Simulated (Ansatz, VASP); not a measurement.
One calculation of ZrS2, two programs

```
CELL_PARAMETERS angstrom
0.00000 0.00000 -5.88676
-3.62737 6.28279 0.00000
7.25474 0.00000 0.00000
ATOMIC_POSITIONS crystal
Zr 0.00000 0.50000 0.50000
Zr 0.00000 0.00000 0.50000
Zr 0.00000 0.50000 0.00000
Zr 0.00000 0.00000 0.00000
S 0.24684 0.16667 0.33333
S 0.24684 0.66667 0.33333
S 0.24684 0.16667 0.83333
S 0.24684 0.66667 0.83333
S 0.75316 0.33333 0.16667
S 0.75316 0.83333 0.16667
S 0.75316 0.33333 0.66667
S 0.75316 0.83333 0.66667
```

Alike in both runs: functional PBEsol; k mesh 6 × 6 × 6; occupations gaussian, width 0.02 eV; no spin polarisation.

Ansatz relaxed the structure, and its values are those at the end. VASP's run is a single point on that final structure, the one shown.

```csv
,VASP,Ansatz
version,VASP 6.6.1,Ansatz 0.2.0
potentials or method,"VASP PAW PBE potentials, release 64 (Zr_sv, S), cutoff 500 eV","scalar-relativistic, plane waves, PAW"
valence electrons in the cell,96,96
```

|  | VASP | Ansatz | Ansatz less VASP |
| --- | --- | --- | --- |
| gap on the k mesh at the Fermi level (eV) | 0.77 | 0.77 | -0.003 |
| least direct gap on the mesh (eV) | 0.99 | 0.99 | +0.001 |
| pressure (GPa) | 0.1 | 0.0 | -0.06 |
| rms of the force components (eV/Å) | 0.008 | 0.000 | -0.0082 |

VASP's potentials were made for PBE, not for PBEsol. With one functional, cell and mesh, what is left measures potentials, basis and numerics.
